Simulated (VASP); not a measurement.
# Sr3Bi (Fm-3m) in VASP: relaxation of cell and atoms with PBE

Aim: the relaxation of cell and atoms of Sr3Bi with PBE.

All numbers are computed with VASP 6.6.1; they aren't measurements. Logs are shortened: lines on timing, memory, paths and dates and some standing lists are left out, and cuts for length are marked.

## (1) The cell of the first run

Symmetry: Fm-3m, No. 225, cubic system. The conventional cell has a = 8.790 Å, b = 8.790 Å, c = 8.790 Å, α = 90.00°, β = 90.00°, γ = 90.00°. Within 5.0 Å of Sr (site symmetry -43m) lie 10 Sr at 3.81 to 4.39 Å and 4 Bi at 3.81 Å. Sr (site symmetry m-3m) has 8 Sr at 3.81 Å and 6 Bi at 4.39 Å within 5.0 Å. Within 5.0 Å of Bi (site symmetry m-3m) lie 14 Sr at 3.81 to 4.39 Å.

The cell was generated, and may not be a known phase.

## (2) Relaxation of cell and atoms, PBE

INCAR reads:

```
SYSTEM = Sr3Bi
  ALGO = Fast
  EDIFF = 1E-7
  EDIFFG = -0.01
  ENCUT = 600
  GGA = PE
  IBRION = 2
  ISIF = 3
  ISMEAR = 0
  LASPH = .TRUE.
  LCHARG = .FALSE.
  LREAL = .FALSE.
  LWAVE = .FALSE.
  NELM = 80
  NSW = 100
  PREC = Accurate
  SIGMA = 0.1
```

KPOINTS reads:

```
k-points
0
G
  10 10 10
  0 0 0
```

POSCAR reads:

```
Sr3Bi
1.0
    0.0000000000      4.3949434860      4.3949434860
    4.3949434860      0.0000000000      4.3949434860
    4.3949434860      4.3949434860      0.0000000000
Sr Bi
3 1
Direct
    0.2500000000      0.2500000000      0.2500000000
    0.7500000000      0.7500000000      0.7500000000
    0.5000000000      0.5000000000      0.5000000000
    0.0000000000      0.0000000000      0.0000000000
```

Potentials or basis: VASP PAW PBE potentials, release 64 (Sr_sv, Bi_d).

Run with:

```bash
cat potpaw_PBE.64/Sr_sv/POTCAR potpaw_PBE.64/Bi_d/POTCAR > POTCAR
mpirun -np 1 vasp_std > vasp.out
```

OUTCAR:

```text
SYSTEM = Sr3Bi
   EDIFF = 1E-7
   EDIFFG = -0.01
   ENCUT = 600
   GGA = PE
   IBRION = 2
   ISIF = 3
   ISMEAR = 0
   LASPH = .TRUE.
   LREAL = .FALSE.
   NELM = 80
   NSW = 100
   PREC = Accurate

 ion  position               nearest neighbor table
   1  0.250  0.250  0.250-   3 3.81   4 3.81   4 3.81   4 3.81   4 3.81   3 3.81   3 3.81   3 3.81
                             2 4.39   2 4.39   2 4.39   2 4.39   2 4.39   2 4.39
   2  0.750  0.750  0.750-   3 3.81   4 3.81   3 3.81   3 3.81   3 3.81   4 3.81   4 3.81   4 3.81
                             1 4.39   1 4.39   1 4.39   1 4.39   1 4.39   1 4.39
   3  0.500  0.500  0.500-   1 3.81   2 3.81   1 3.81   1 3.81   1 3.81   2 3.81   2 3.81   2 3.81
                             4 4.39   4 4.39   4 4.39   4 4.39   4 4.39   4 4.39
   4  0.000  0.000  0.000-   1 3.81   2 3.81   2 3.81   2 3.81   2 3.81   1 3.81   1 3.81   1 3.81
                             3 4.39   3 4.39   3 4.39   3 4.39   3 4.39   3 4.39

  LATTYP: Found a face centered cubic cell.
 ALAT       =     8.7898869720

  Lattice vectors:

 A1 = (   0.0000000000,   4.3949434860,   4.3949434860)
 A2 = (   4.3949434860,   0.0000000000,   4.3949434860)
 A3 = (   4.3949434860,   4.3949434860,   0.0000000000)

Analysis of symmetry for initial positions (statically):
=====================================================================
 Subroutine PRICEL returns:
 Original cell was already a primitive cell.

 Routine SETGRP: Setting up the symmetry group for a
 face centered cubic supercell.

 Subroutine GETGRP returns: Found 48 space group operations
 (whereof 48 operations were pure point group operations)
 out of a pool of 48 trial point group operations.

The static configuration has the point symmetry O_h .

Analysis of symmetry for dynamics (positions and initial velocities):
=====================================================================
 Subroutine PRICEL returns:
 Original cell was already a primitive cell.

 Routine SETGRP: Setting up the symmetry group for a
 face centered cubic supercell.

 Subroutine GETGRP returns: Found 48 space group operations
 (whereof 48 operations were pure point group operations)
 out of a pool of 48 trial point group operations.

The dynamic configuration has the point symmetry O_h .

 Subroutine INISYM returns: Found 48 space group operations
 (whereof 48 operations are pure point group operations),
 and found     1 'primitive' translations

----------------------------------------------------------------------------------------

                                     Primitive cell

  volume of cell :     169.7813

  direct lattice vectors                    reciprocal lattice vectors
     0.000000000  4.394943486  4.394943486    -0.113767106  0.113767106  0.113767106
     4.394943486  0.000000000  4.394943486     0.113767106 -0.113767106  0.113767106
     4.394943486  4.394943486  0.000000000     0.113767106  0.113767106 -0.113767106

  length of vectors
     6.215388684  6.215388684  6.215388684     0.197050407  0.197050407  0.197050407

  position of ions in fractional coordinates (direct lattice)
     0.250000000  0.250000000  0.250000000
     0.750000000  0.750000000  0.750000000
     0.500000000  0.500000000  0.500000000
     0.000000000  0.000000000  0.000000000

  ion indices of the primitive-cell ions
   primitive index   ion index
                 1           1
                 2           2
                 3           3
                 4           4

----------------------------------------------------------------------------------------

 KPOINTS: k-points

Automatic generation of k-mesh.
 Grid dimensions read from file:
 generate k-points for:   10   10   10

 Generating k-lattice:

  Cartesian coordinates                     Fractional coordinates (reciprocal lattice)
    -0.011376711  0.011376711  0.011376711     0.100000000  0.000000000  0.000000000
     0.011376711 -0.011376711  0.011376711     0.000000000  0.100000000  0.000000000
     0.011376711  0.011376711 -0.011376711     0.000000000  0.000000000  0.100000000

  Length of vectors
     0.019705041  0.019705041  0.019705041

  Shift w.r.t. Gamma in fractional coordinates (k-lattice)
     0.000000000  0.000000000  0.000000000

 Subroutine IBZKPT returns following result:
 ===========================================

 Found     47 irreducible k-points:

 Following reciprocal coordinates:
            Coordinates               Weight
  0.000000  0.000000  0.000000      1.000000
  0.100000  0.000000  0.000000      8.000000
  0.200000  0.000000  0.000000      8.000000
  0.300000  0.000000  0.000000      8.000000
  0.400000  0.000000  0.000000      8.000000
  0.500000  0.000000  0.000000      4.000000
[... 16 lines left out ...]
  0.300000  0.300000  0.000000      6.000000
  0.400000  0.300000  0.000000     24.000000
 [... further k-points ...]
   k-points           NKPTS =     47   k-points in BZ     NKDIM =     47   number of bands    NBANDS=     27
   number of dos      NEDOS =    301   number of ions     NIONS =      4
   total plane-waves  NPLWV = 125000
   dimension x,y,z NGX =    50 NGY =   50 NGZ =   50
   dimension x,y,z NGXF=   100 NGYF=  100 NGZF=  100
   ions per type =               3   1
   NGX,Y,Z   is equivalent  to a cutoff of  13.37, 13.37, 13.37 a.u.
   NGXF,Y,Z  is equivalent  to a cutoff of  26.75, 26.75, 26.75 a.u.
 SYSTEM =  Sr3Bi
   PREC   = accura    normal or accurate (medium, high low for compatibility)
   ISTART =      0    job   : 0-new  1-cont  2-samecut
   ICHARG =      2    charge: 1-file 2-atom 10-const
   ISPIN  =      1    spin polarized calculation?
   LNONCOLLINEAR =      F non collinear calculations
   LSORBIT =      F    spin-orbit coupling
   LASPH  =      T    aspherical Exc in radial PAW
   ENCUT  =  600.0 eV  44.10 Ry    6.64 a.u.  12.41 12.41 12.41*2*pi/ulx,y,z
   NELM   =     80;   NELMIN=  2; NELMDL= -5     # of ELM steps
   EDIFF  = 0.1E-06   stopping-criterion for ELM
   LREAL  =      F    real-space projection
   EDIFFG = -.1E-01   stopping-criterion for IOM
   NSW    =    100    number of steps for IOM
   IBRION =      2    ionic relax: 0-MD 1-quasi-New 2-CG
   NFREE  =      1    steps in history (QN), initial steepest desc. (CG)
   ISIF   =      3    stress and relaxation
   ISYM   =      2    0-nonsym 1-usesym 2-fastsym
   POTIM  = 0.5000    time-step for ionic-motion
   TEBEG  =    0.0;   TEEND  =   0.0 temperature during run
   PSTRESS=    0.0 pullay stress
   NELECT =      45.0000    total number of electrons
   NUPDOWN=      -1.0000    fix difference up-down
   EMIN   =  10.00;   EMAX   =-10.00  energy-range for DOS
   EFERMI =   0.00;   METHOD = LEGACY
   ISMEAR =     0;   SIGMA  =   0.10  broadening in eV -4-tet -1-fermi 0-gaus
   EFERMI_NEDOS =   21; number of points for ismear=-14 and -15
   IALGO  =     68    algorithm
   IMIX   =      4    mixing-type and parameters
     AMIX     =   0.40;   BMIX     =  1.00
     AMIX_MAG =   1.60;   BMIX_MAG =  1.00
  volume/ion in A,a.u.               =      42.45       286.44
  Fermi-wavevector in a.u.,A,eV,Ry     =   1.051596  1.987229 15.046067  1.105855
  Thomas-Fermi vector in A             =   2.186646
   LORBIT       =      0    0 simple, 1 ext, 2 COOP (PROOUT), +10 PAW based schemes
   GGA     = PE    functional components
   LHFCALC =     F    Hartree Fock is set to
   AEXX    =    0.0000 exact exchange contribution
   IVDW    =     0    specifies the selected vdW correction
   LEPSILON=     F    determine dielectric tensor
   LRPA    =     F    only Hartree local field effects (RPA)
 conjugate gradient relaxation of ions
 non-spin polarized calculation
 RMM-DIIS sequential band-by-band and
 Gauss-broadening in eV      SIGMA  =   0.10
  energy-cutoff  :      600.00
  volume of cell :      169.78
 maximum number of plane-waves:      5769
 NGX is ok and might be reduce to    50
   NGX = 25   NGY = 25   NGZ = 25

 number of electron      45.0000001 magnetization

 Free energy of the ion-electron system (eV)
  ---------------------------------------------------
  ext. energy  EPLUGINS =         0.00000000
  ---------------------------------------------------
  free energy    TOTEN  =        -9.85086649 eV

  energy without entropy =       -9.82705875  energy(sigma->0) =       -9.83896262

 E-fermi :   3.4223     XC(G=0):  -8.3214

 val. band max:        3.4151218636   @ k =   0.5000   0.1000   0.0000
 cond. band min:       3.4237719344   @ k =  -0.1000   0.1000   0.0000
 fundamental gap:      0.0086500708
 Fermi energy:         3.4223337925

 k-point     1 :       0.0000    0.0000    0.0000
  band No.  band energies     occupation
      1     -33.3469      2.00000
      2     -33.1447      2.00000
      3     -33.1394      2.00000
      4     -19.1354      2.00000
      5     -19.1354      2.00000
      6     -19.1354      2.00000
[... 19 lines left out ...]
     26       4.1687      0.00000
     27       4.1687      0.00000

 k-point     2 :       0.1000    0.0000    0.0000
  band No.  band energies     occupation
      1     -33.3466      2.00000
      2     -33.1448      2.00000
      3     -33.1396      2.00000
      4     -19.1353      2.00000
      5     -19.1353      2.00000
      6     -19.1352      2.00000
[... 19 lines left out ...]
     26       4.1678      0.00000
     27       4.1705      0.00000

 k-point     3 :       0.2000    0.0000    0.0000
  band No.  band energies     occupation
      1     -33.3458      2.00000
      2     -33.1449      2.00000
      3     -33.1403      2.00000
      4     -19.1352      2.00000
      5     -19.1352      2.00000
      6     -19.1350      2.00000
[... 19 lines left out ...]
     26       4.1732      0.00000
     27       4.1858      0.00000

 k-point     4 :       0.3000    0.0000    0.0000
  band No.  band energies     occupation
      1     -33.3448      2.00000
      2     -33.1449      2.00000
      3     -33.1413      2.00000
      4     -19.1351      2.00000
      5     -19.1351      2.00000
      6     -19.1346      2.00000
[... 19 lines left out ...]
     26       4.1913      0.00000
     27       4.4228      0.00000

 k-point     5 :       0.4000    0.0000    0.0000
  band No.  band energies     occupation
      1     -33.3440      2.00000
      2     -33.1447      2.00000
      3     -33.1425      2.00000
      4     -19.1351      2.00000
      5     -19.1351      2.00000
      6     -19.1343      2.00000
[... 19 lines left out ...]
     26       4.2077      0.00000
     27       4.2802      0.00000

 k-point     6 :       0.5000    0.0000    0.0000
  band No.  band energies     occupation
      1     -33.3436      2.00000
      2     -33.1443      2.00000
      3     -33.1431      2.00000
      4     -19.1350      2.00000
      5     -19.1350      2.00000
      6     -19.1342      2.00000
[... 444 lines left out ...]
      1     -33.3436      2.00000
      2     -33.1447      2.00000
      3     -33.1427      2.00000
      4     -19.1350      2.00000
      5     -19.1348      2.00000
      6     -19.1345      2.00000
[... 19 lines left out ...]
     26       4.1093      0.00000
     27       4.5198      0.00000

 k-point    22 :      -0.2000    0.2000    0.0000
  band No.  band energies     occupation
      1     -33.3444      2.00000
      2     -33.1450      2.00000
      3     -33.1416      2.00000
      4     -19.1351      2.00000
      5     -19.1349      2.00000
      6     -19.1346      2.00000
[... 19 lines left out ...]
     26       4.0799      0.00000
     27       4.4592      0.00000

 k-point    23 :       0.3000    0.3000    0.0000
  band No.  band energies     occupation
      1     -33.3441      2.00000
      2     -33.1455      2.00000
      3     -33.1415      2.00000
      4     -19.1349      2.00000
      5     -19.1349      2.00000
      6     -19.1346      2.00000
[... 19 lines left out ...]
     26       4.4250      0.00000
     27       4.4280      0.00000

 k-point    24 :       0.4000    0.3000    0.0000
  band No.  band energies     occupation
      1     -33.3434      2.00000
      2     -33.1455      2.00000
      3     -33.1421      2.00000
      4     -19.1349      2.00000
      5     -19.1348      2.00000
      6     -19.1344      2.00000
[... 19 lines left out ...]
     26       4.5051      0.00000
     27       4.5719      0.00000

 [... further k-points ...]

------------------------ aborting loop because EDIFF is reached ----------------------------------------

  FORCE on cell =-STRESS in cart. coord.  units (eV):
  Direction    XX          YY          ZZ          XY          YZ          ZX
  --------------------------------------------------------------------------------------
  -------------------------------------------------------------------------------------
  Total        0.0246580      0.0246580      0.0246580      0.0000000     -0.0000000      0.0000000
  in kB        0.2326905      0.2326905      0.2326905      0.0000000     -0.0000000      0.0000000
  external PRESSURE =       0.2326905 kB  Pullay stress =       0.0000000 kB

 VOLUME and BASIS-vectors are now :
 -----------------------------------------------------------------------------
  energy-cutoff  :      600.00
  volume of cell :      169.78
      direct lattice vectors                 reciprocal lattice vectors
     0.000000000  4.394943486  4.394943486    -0.113767106  0.113767106  0.113767106
     4.394943486  0.000000000  4.394943486     0.113767106 -0.113767106  0.113767106
     4.394943486  4.394943486  0.000000000     0.113767106  0.113767106 -0.113767106

 POSITION                                       TOTAL-FORCE (eV/Angst)
 -----------------------------------------------------------------------------------
      2.19747      2.19747      2.19747        -0.000000     -0.000000     -0.000000
      6.59242      6.59242      6.59242         0.000000      0.000000      0.000000
      4.39494      4.39494      4.39494         0.000000     -0.000000      0.000000
      0.00000      0.00000      0.00000         0.000000     -0.000000      0.000000
 -----------------------------------------------------------------------------------
    total drift:                               -0.000000     -0.000000     -0.000000

  FREE ENERGIE OF THE ION-ELECTRON SYSTEM (eV)
  ---------------------------------------------------
  free  energy   TOTEN  =        -9.8508664877 eV

  energy  without entropy=       -9.8270587490  energy(sigma->0) =       -9.83896262

 reached required accuracy - stopping structural energy minimisation
```

Wall time 32 min (1 thread of Intel Xeon 8259CL, shared host); peak memory 0.52 GiB.

Results:

```yaml
Free_energy: -9.8509 eV
Pressure_after_relaxing: 0.0 GPa
Band_gap_on_the_k_mesh: zero (an odd number of electrons rules out a gap without spin polarisation)
```

Final structure:
```
Sr Bi
1.0
     0.00000    4.39494    4.39494
     4.39494    0.00000    4.39494
     4.39494    4.39494    0.00000
Sr Bi
3 1
Cartesian
  2.1975 2.1975 2.1975
  6.5924 6.5924 6.5924
  4.3949 4.3949 4.3949
  0.0000 0.0000 0.0000
```

Caveat: the relaxation stopped at its first step, so nothing moved; spin-orbit coupling is left out, which moves the levels of the heavy elements.
